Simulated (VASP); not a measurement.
# MgO (P6_3mc) in VASP: notebook

Runs on MgO. Level: PBEsol. Tasks: single point.

All numbers are computed with VASP 6.6.1; they aren't measurements. Logs are shortened: lines on timing, memory, paths and dates and some standing lists are left out, and cuts for length are marked.

### 1 The cell of the first run

It takes space group P6_3mc (No. 186, hexagonal). The conventional cell has a = 3.361 Å, b = 3.361 Å, c = 4.819 Å, α = 90.00°, β = 90.00°, γ = 120.00°. Within 2.5 Å of Mg (site symmetry 3m) lie 4 O at 1.91 to 2.00 Å. O (site symmetry 3m) has 4 Mg at 1.91 to 2.00 Å within 2.5 Å.

### 2 Single point, PBEsol

Input file INCAR:

```
ALGO     = Normal         # electronic algorithm
EDIFF    = 1E-6           # SCF threshold, eV
ENCUT    = 520            # plane-wave cutoff, eV
GGA      = PS             # functional
ISIF     = 2              # what is computed and relaxed
ISMEAR   = 0              # smearing method
LASPH    = True           # aspherical terms in the spheres
LCHARG   = False          # write CHGCAR
LREAL    = False          # projectors in reciprocal space
LWAVE    = False          # write WAVECAR
NBANDS   = 16             # bands
NELM     = 60             # most SCF steps
PREC     = Accurate       # precision mode
SIGMA    = 0.05           # smearing width, eV
```

Input file KPOINTS:

```
k-points
0
Gamma
  9 9 6
```

Input file POSCAR:

```
MgO
1.0
    3.3613000000      0.0000000000      0.0000000000
   -1.6806500000      2.9109711897      0.0000000000
    0.0000000000      0.0000000000      4.8186000000
Mg O
2 2
Direct
    0.3333333333      0.6666666667      0.0036583380
    0.6666666667      0.3333333333      0.5036583380
    0.3333333333      0.6666666667      0.4009416620
    0.6666666667      0.3333333333      0.9009416620
```

Potentials or basis: VASP PAW PBE potentials, release 64 (Mg, O).

Command:

```sh
> cat potpaw_PBE.64/Mg/POTCAR potpaw_PBE.64/O/POTCAR > POTCAR
> mpirun -np 1 vasp_std > vasp.out
```

OUTCAR:

```text
EDIFF = 1E-6
   ENCUT = 520
   GGA = PS
   ISIF = 2
   ISMEAR = 0
   LASPH = True
   LREAL = False
   NELM = 60
   PREC = Accurate

 ion  position               nearest neighbor table
   1  0.333  0.667  0.004-   3 1.91   4 2.00   4 2.00   4 2.00   2 3.09   2 3.09   2 3.09   2 3.09
                             2 3.09   2 3.09
   2  0.667  0.333  0.504-   4 1.91   3 2.00   3 2.00   3 2.00   1 3.09   1 3.09   1 3.09   1 3.09
                             1 3.09   1 3.09
   3  0.333  0.667  0.401-   1 1.91   2 2.00   2 2.00   2 2.00
   4  0.667  0.333  0.901-   2 1.91   1 2.00   1 2.00   1 2.00

  LATTYP: Found a hexagonal cell.
 ALAT       =     3.3613000000
 C/A-ratio  =     1.4335524946

  Lattice vectors:

 A1 = (   3.3613000000,   0.0000000000,   0.0000000000)
 A2 = (  -1.6806500000,   2.9109711897,   0.0000000000)
 A3 = (   0.0000000000,   0.0000000000,   4.8186000000)

Analysis of symmetry for initial positions (statically):
=====================================================================
 Subroutine PRICEL returns:
 Original cell was already a primitive cell.

 Routine SETGRP: Setting up the symmetry group for a
 hexagonal supercell.

 Subroutine GETGRP returns: Found 12 space group operations
 (whereof  6 operations were pure point group operations)
 out of a pool of 24 trial point group operations.

The static configuration has the point symmetry C_3v.
 The point group associated with its full space group is C_6v.

Analysis of symmetry for dynamics (positions and initial velocities):
=====================================================================
 Subroutine PRICEL returns:
 Original cell was already a primitive cell.

 Routine SETGRP: Setting up the symmetry group for a
 hexagonal supercell.

 Subroutine GETGRP returns: Found 12 space group operations
 (whereof  6 operations were pure point group operations)
 out of a pool of 24 trial point group operations.

The dynamic configuration has the point symmetry C_3v.
 The point group associated with its full space group is C_6v.

 Subroutine INISYM returns: Found 12 space group operations
 (whereof  6 operations are pure point group operations),
 and found     1 'primitive' translations

----------------------------------------------------------------------------------------

[... 91 lines left out ...]
   LNONCOLLINEAR =      F non collinear calculations
   LSORBIT =      F    spin-orbit coupling
   LASPH  =      T    aspherical Exc in radial PAW
   ENCUT  =  520.0 eV  38.22 Ry    6.18 a.u.   6.25  6.25  8.96*2*pi/ulx,y,z
   NELM   =     60;   NELMIN=  2; NELMDL= -5     # of ELM steps
   EDIFF  = 0.1E-05   stopping-criterion for ELM
   LREAL  =      F    real-space projection
   EDIFFG = 0.1E-04   stopping-criterion for IOM
   NSW    =      0    number of steps for IOM
   IBRION =     -1    ionic relax: 0-MD 1-quasi-New 2-CG
   NFREE  =      0    steps in history (QN), initial steepest desc. (CG)
   ISIF   =      2    stress and relaxation
   ISYM   =      2    0-nonsym 1-usesym 2-fastsym
   POTIM  = 0.5000    time-step for ionic-motion
   TEBEG  =    0.0;   TEEND  =   0.0 temperature during run
   PSTRESS=    0.0 pullay stress
   NELECT =      16.0000    total number of electrons
   NUPDOWN=      -1.0000    fix difference up-down
   EMIN   =  10.00;   EMAX   =-10.00  energy-range for DOS
   EFERMI =   0.00;   METHOD = LEGACY
   ISMEAR =     0;   SIGMA  =   0.05  broadening in eV -4-tet -1-fermi 0-gaus
   EFERMI_NEDOS =   21; number of points for ismear=-14 and -15
   IALGO  =     38    algorithm
   IMIX   =      4    mixing-type and parameters
     AMIX     =   0.40;   BMIX     =  1.00
     AMIX_MAG =   1.60;   BMIX_MAG =  1.00
  volume/ion in A,a.u.               =      11.79        79.54
  Fermi-wavevector in a.u.,A,eV,Ry     =   1.141895  2.157868 17.740963  1.303924
  Thomas-Fermi vector in A             =   2.278594
   LORBIT       =      0    0 simple, 1 ext, 2 COOP (PROOUT), +10 PAW based schemes
   GGA     = PS    functional components
   LHFCALC =     F    Hartree Fock is set to
   AEXX    =    0.0000 exact exchange contribution
   IVDW    =     0    specifies the selected vdW correction
   LEPSILON=     F    determine dielectric tensor
   LRPA    =     F    only Hartree local field effects (RPA)
 non-spin polarized calculation
 Gauss-broadening in eV      SIGMA  =   0.05
  energy-cutoff  :      520.00
  volume of cell :       47.15
 maximum number of plane-waves:      1290
 NGX is ok and might be reduce to    28
   NGX = 13   NGY = 13   NGZ = 17

 number of electron      15.9999998 magnetization

 Free energy of the ion-electron system (eV)
  ---------------------------------------------------
  ext. energy  EPLUGINS =         0.00000000
  ---------------------------------------------------
  free energy    TOTEN  =       -24.48296226 eV

  energy without entropy =      -24.48296226  energy(sigma->0) =      -24.48296226

 E-fermi :   1.3468     XC(G=0):  -9.9831

 val. band max:        1.0860763002   @ k =   0.0000   0.0000   0.0000
 cond. band min:       4.3852493286   @ k =   0.0000   0.0000   0.0000
 fundamental gap:      3.2991730284
 Fermi energy:         1.3467571975

 k-point     1 :       0.0000    0.0000    0.0000
  band No.  band energies     occupation
      1     -15.1654      2.00000
      2     -14.2475      2.00000
      3      -2.2111      2.00000
      4       0.1646      2.00000
      5       0.1646      2.00000
      6       0.5897      2.00000
[... 433 lines left out ...]
      3      -1.7416      2.00000
      4      -1.2318      2.00000
      5      -1.2318      2.00000
      6      -0.2775      2.00000
[... 8 lines left out ...]
     15      14.4518      0.00000
     16      17.9337      0.00000

 [... further k-points ...]
[... 5 lines left out ...]
  --------------------------------------------------------------------------------------
  -------------------------------------------------------------------------------------
  Total       -1.0708326     -1.0708326      2.4711904      0.0000000      0.0000000      0.0000000
  in kB      -36.3886625    -36.3886625     83.9751401      0.0000000      0.0000000      0.0000000
  external PRESSURE =       3.7326050 kB  Pullay stress =       0.0000000 kB

 VOLUME and BASIS-vectors are now :
 -----------------------------------------------------------------------------
  energy-cutoff  :      520.00
  volume of cell :       47.15
      direct lattice vectors                 reciprocal lattice vectors
     3.361300000  0.000000000  0.000000000     0.297503942  0.171763981  0.000000000
    -1.680650000  2.910971190  0.000000000     0.000000000  0.343527962  0.000000000
     0.000000000  0.000000000  4.818600000     0.000000000  0.000000000  0.207529158

 POSITION                                       TOTAL-FORCE (eV/Angst)
 -----------------------------------------------------------------------------------
     -0.00000      1.94065      0.01763         0.000000     -0.000000     -0.728352
      1.68065      0.97032      2.42693         0.000000     -0.000000     -0.728352
     -0.00000      1.94065      1.93198        -0.000000      0.000000      0.728352
      1.68065      0.97032      4.34128         0.000000     -0.000000      0.728352
 -----------------------------------------------------------------------------------
    total drift:                               -0.000000      0.000000      0.000101

  FREE ENERGIE OF THE ION-ELECTRON SYSTEM (eV)
  ---------------------------------------------------
  free  energy   TOTEN  =       -24.4829622591 eV

  energy  without entropy=      -24.4829622591  energy(sigma->0) =      -24.48296226
```

stdout:

```text
POSCAR found type information on POSCAR MgO
 POSCAR found :  2 types and       4 ions
 scaLAPACK will be used
 -----------------------------------------------------------------------------
|                                                                             |
|                                                                             |
|     You enforced a specific xc type in the INCAR file but a different       |
|     I HOPE YOU KNOW WHAT YOU ARE DOING!                                     |
|                                                                             |
 -----------------------------------------------------------------------------

 LDA part: xc-table for (Slater+PW92), standard interpolation
 POSCAR, INCAR and KPOINTS ok, starting setup
 FFT: planning ... GRIDC
 FFT: planning ... GRID_SOFT
 FFT: planning ... GRID
 WAVECAR not read
 entering main loop
```

It took 18 s on 1 thread of Intel Xeon 6975P-C (Granite Rapids), shared host; peak memory 0.18 GiB.

What came out:

```yaml
Free_energy: -24.4830 eV
Pressure: 0.4 GPa
Largest_force: 0.728 eV/Å
Band_gap_on_the_k_mesh: 3.30 eV, direct
```

Forces in eV/Å, atoms in the order of the input:
```
Mg   0.000  0.000 -0.728
Mg   0.000  0.000 -0.728
O    0.000  0.000  0.728
O    0.000  0.000  0.728
```

Stress tensor (GPa, compression positive):
```
-3.64  0.00  0.00
 0.00 -3.64  0.00
 0.00  0.00  8.40
```

Caveat: the PAW data sets were made with another functional, which shifts forces and pressure a little. Expect the measured gap to be larger: semilocal functionals such as PBEsol lack the derivative discontinuity.

### 3 Single point, PBEsol

This run uses another cell than the first one, of 11.71 Å³/atom, 0.993 times its volume.

INCAR: that of step 2 with these lines changed.

```diff
@@ -11,3 +11,3 @@
 NBANDS   = 16             # bands
-NELM     = 60             # most SCF steps
+NELM     = 100            # most SCF steps
 PREC     = Accurate       # precision mode
```

KPOINTS is that of step 2.

Input file POSCAR:

```
MgO
1.0
    3.1878000000      0.0000000000      0.0000000000
   -1.5939000000      2.7607157822      0.0000000000
    0.0000000000      0.0000000000      5.3206000000
Mg O
2 2
Direct
    0.3333333333      0.6666666667      0.0036583380
    0.6666666667      0.3333333333      0.5036583380
    0.3333333333      0.6666666667      0.4009416620
    0.6666666667      0.3333333333      0.9009416620
```

Potentials or basis: VASP PAW PBE potentials, release 64 (Mg, O).

Command:

```sh
> cat potpaw_PBE.64/Mg/POTCAR potpaw_PBE.64/O/POTCAR > POTCAR
> mpirun -np 1 vasp_std > vasp.out
```

Run time: 11 s. Hardware: 1 thread of Intel Xeon 6975P-C (Granite Rapids), shared host; peak memory 0.17 GiB.

It converged, with:

```yaml
Free_energy: -24.3762 eV
Pressure: 4.0 GPa
Largest_force: 0.753 eV/Å
Band_gap_on_the_k_mesh: 3.59 eV, direct
```

Forces in eV/Å, atoms in the order of the input:
```
Mg   0.000  0.000  0.753
Mg   0.000  0.000  0.753
O    0.000  0.000 -0.753
O    0.000  0.000 -0.753
```

Stress tensor (GPa, compression positive):
```
10.07  0.00  0.00
 0.00 10.07  0.00
 0.00  0.00 -8.21
```

Levels at points of the mesh, in eV from the valence-band top:
| k point | band 4 | band 5 | band 6 | band 7 | band 8 | band 9 | band 10 | band 11 | band 12 | band 13 |
| --- | --- | --- | --- | --- | --- | --- | --- | --- | --- | --- |
| (0.00, 0.00, 0.00) | -0.38 | -0.38 | -0.17 | -0.17 | 0.00 | 3.59 | 8.86 | 9.87 | 15.22 | 15.22 |
| (0.00, 0.00, 0.50) | -2.00 | -0.27 | -0.27 | -0.27 | -0.27 | 6.07 | 6.07 | 12.74 | 12.74 | 15.71 |

Caveat: the PAW data sets were made with another functional, which shifts forces and pressure a little. A k mesh can miss the band edges.

### 4 Single point, PBEsol

This run uses another cell than the first one, of 11.91 Å³/atom, 1.010 times its volume.

Input file INCAR:

```
SYSTEM = MgO
ALGO = Normal
EDIFF = 1E-6
ENCUT = 520
GGA = PS
ISIF = 2
ISMEAR = 0
LASPH = .TRUE.
LCHARG = .TRUE.
LELF = .TRUE.
LREAL = .FALSE.
LVHAR = .TRUE.
LWAVE = .FALSE.
NBANDS = 16
NELM = 100
PREC = Accurate
SIGMA = 0.05
```

Input file KPOINTS:

```
k-points
0
G
  9 9 6
  0 0 0
```

Input file POSCAR:

```
MgO
1.0
    3.2457000000      0.0000000000      0.0000000000
   -1.6228500000      2.8108586531      0.0000000000
    0.0000000000      0.0000000000      5.2202000000
Mg O
2 2
Direct
    0.3333333333      0.6666666667      0.0036583380
    0.6666666667      0.3333333333      0.5036583380
    0.3333333333      0.6666666667      0.4009416620
    0.6666666667      0.3333333333      0.9009416620
```

Command:

```sh
> cat potpaw_PBE.64/Mg/POTCAR potpaw_PBE.64/O/POTCAR > POTCAR
> mpirun -np 1 vasp_std > vasp.out
```

It took 16 s on 1 thread of Intel Xeon 6975P-C (Granite Rapids), shared host; peak memory 0.17 GiB.

The run converged. Its results:

```yaml
Free_energy: -24.4915 eV
Pressure: 0.4 GPa
Largest_force: 0.479 eV/Å
Band_gap_on_the_k_mesh: 3.43 eV, direct
```

Forces in eV/Å, atoms in the order of the input:
```
Mg   0.000  0.000  0.479
Mg   0.000  0.000  0.479
O    0.000  0.000 -0.479
O    0.000  0.000 -0.479
```

Stress tensor (GPa, compression positive):
```
 3.86  0.00  0.00
 0.00  3.86  0.00
 0.00  0.00 -6.53
```

Levels at points of the mesh, in eV from the valence-band top:
```csv
k point,band 6,band 7,band 8,band 9,band 10,band 11
"(0.00, 0.00, 0.00)",-0.28,-0.28,0.00,3.43,8.56,9.88
"(0.00, 0.00, 0.50)",-0.40,-0.40,-0.40,5.91,5.91,12.72
```

Caveat: the PAW data sets were made with another functional, which shifts forces and pressure a little. A k mesh can miss the band edges.

### 5 Single point, PBEsol

This run uses another cell than the first one, of 11.93 Å³/atom, 1.012 times its volume.

Input file INCAR:

```
PREC = Accurate
ENCUT = 520
EDIFF = 1E-7
ISMEAR = 0
SIGMA = 0.05
LREAL = F
LASPH = T
NELM = 100
ALGO = Normal
ISIF = 2
LWAVE = F
LCHARG = F
GGA = PS
NBANDS = 16
```

Input file KPOINTS:

```
Automatic mesh
0
Gamma
  9 9 6
```

Input file POSCAR:

```
MgO
1.0
    3.1878000000      0.0000000000      0.0000000000
   -1.5939000000      2.7607157822      0.0000000000
    0.0000000000      0.0000000000      5.4209000000
Mg O
2 2
Direct
    0.3333333333      0.6666666667      0.0036583380
    0.6666666667      0.3333333333      0.5036583380
    0.3333333333      0.6666666667      0.4009416620
    0.6666666667      0.3333333333      0.9009416620
```

Command:

```sh
> cat potpaw_PBE.64/Mg/POTCAR potpaw_PBE.64/O/POTCAR > POTCAR
> mpirun -np 1 vasp_std > vasp.out
```

Wall time 17 s (1 thread of Intel Xeon 6975P-C (Granite Rapids), shared host); peak memory 0.17 GiB.

It converged, with:

```yaml
Free_energy: -24.3242 eV
Pressure: 2.3 GPa
Largest_force: 0.787 eV/Å
Band_gap_on_the_k_mesh: 3.51 eV, direct
```

Forces in eV/Å, atoms in the order of the input:
```
Mg   0.000  0.000  0.787
Mg   0.000  0.000  0.787
O    0.000  0.000 -0.787
O    0.000  0.000 -0.787
```

Stress tensor (GPa, compression positive):
```
  8.99   0.00   0.00
  0.00   8.99   0.00
  0.00   0.00 -10.96
```

Levels at points of the mesh, in eV from the valence-band top:
| k point | band 5 | band 6 | band 7 | band 8 | band 9 | band 10 | band 11 | band 12 |
| --- | --- | --- | --- | --- | --- | --- | --- | --- |
| (0.00, 0.00, 0.00) | -0.30 | -0.11 | -0.11 | 0.00 | 3.51 | 8.81 | 9.64 | 15.30 |
| (0.00, 0.00, 0.50) | -0.20 | -0.20 | -0.20 | -0.20 | 5.97 | 5.97 | 12.51 | 12.51 |

Caveat: the PAW data sets were made with another functional, which shifts forces and pressure a little.

### 6 Single point, PBEsol

This run uses another cell than the first one, of 11.94 Å³/atom, 1.013 times its volume.

Input file INCAR:

```
ALGO     = Normal         # electronic algorithm
EDIFF    = 1E-6           # SCF threshold, eV
ENCUT    = 520            # plane-wave cutoff, eV
GGA      = PS             # functional
ISIF     = 2              # what is computed and relaxed
ISMEAR   = 0              # smearing method
LASPH    = T              # aspherical terms in the spheres
LCHARG   = F              # write CHGCAR
LREAL    = F              # projectors in reciprocal space
LWAVE    = F              # write WAVECAR
NBANDS   = 16             # bands
NELM     = 60             # most SCF steps
PREC     = Accurate       # precision mode
SIGMA    = 0.05           # smearing width, eV
```

Input file KPOINTS:

```
k-points
0
Gamma
  9 9 6
```

Input file POSCAR:

```
MgO
1.0
    3.4191000000      0.0000000000      0.0000000000
   -1.7095500000      2.9610274581      0.0000000000
    0.0000000000      0.0000000000      4.7182000000
Mg O
2 2
Direct
    0.3333333333      0.6666666667      0.0036583380
    0.6666666667      0.3333333333      0.5036583380
    0.3333333333      0.6666666667      0.4009416620
    0.6666666667      0.3333333333      0.9009416620
```

Potentials or basis: VASP PAW PBE potentials, release 64 (Mg, O).

Command:

```sh
> cat potpaw_PBE.64/Mg/POTCAR potpaw_PBE.64/O/POTCAR > POTCAR
> mpirun -np 1 vasp_std > vasp.out
```

Wall time 20 s (1 thread of Intel Xeon 6975P-C (Granite Rapids), shared host); peak memory 0.18 GiB.

It converged, with:

```yaml
Free_energy: -24.3626 eV
Pressure: -0.5 GPa
Largest_force: 1.278 eV/Å
Band_gap_on_the_k_mesh: 3.19 eV, direct
```

Forces on the atoms (eV/Å):
```
Mg   0.000  0.000 -1.278
Mg   0.000  0.000 -1.278
O    0.000  0.000  1.278
O    0.000  0.000  1.278
```

Stress tensor (GPa, compression positive):
```
-7.18  0.00  0.00
 0.00 -7.18  0.00
 0.00  0.00 12.80
```

Levels at points of the mesh, in eV from the valence-band top:
```tsv
k point	band 5	band 6	band 7	band 8	band 9	band 10	band 11	band 12
(0.00, 0.00, 0.00)	-1.01	-0.52	-0.52	0.00	3.19	8.18	10.58	13.03
(0.00, 0.00, 0.50)	-0.77	-0.77	-0.77	-0.77	5.76	5.76	13.52	13.52
```

Caveat: the PAW data sets were made with another functional, which shifts forces and pressure a little.

### 7 Summary

```csv
cell,gap on the mesh (eV),pressure (GPa),largest force (eV/Å)
"a = 3.361, b = 3.361, c = 4.819 Å, angles 90.0, 90.0, 120.0°, 4 atoms",3.30,0.4,0.73
"a = 3.188, b = 3.188, c = 5.321 Å, angles 90.0, 90.0, 120.0°, 4 atoms",3.59,4.0,0.75
"a = 3.246, b = 3.246, c = 5.220 Å, angles 90.0, 90.0, 120.0°, 4 atoms",3.43,0.4,0.48
"a = 3.188, b = 3.188, c = 5.421 Å, angles 90.0, 90.0, 120.0°, 4 atoms",3.51,2.3,0.79
"a = 3.419, b = 3.419, c = 4.718 Å, angles 90.0, 90.0, 120.0°, 4 atoms",3.19,-0.5,1.28
```

Alike in all rows: task single point; level PBEsol; potentials or basis VASP PAW PBE potentials, release 64 (Mg, O); no spin polarisation; k mesh 9 × 9 × 6; cutoff (eV) 520; smearing gaussian 0.05 eV.

Caveats: the PAW data sets were made with another functional, which shifts forces and pressure a little.

Absolute energies hang on the potentials; compare differences alone.
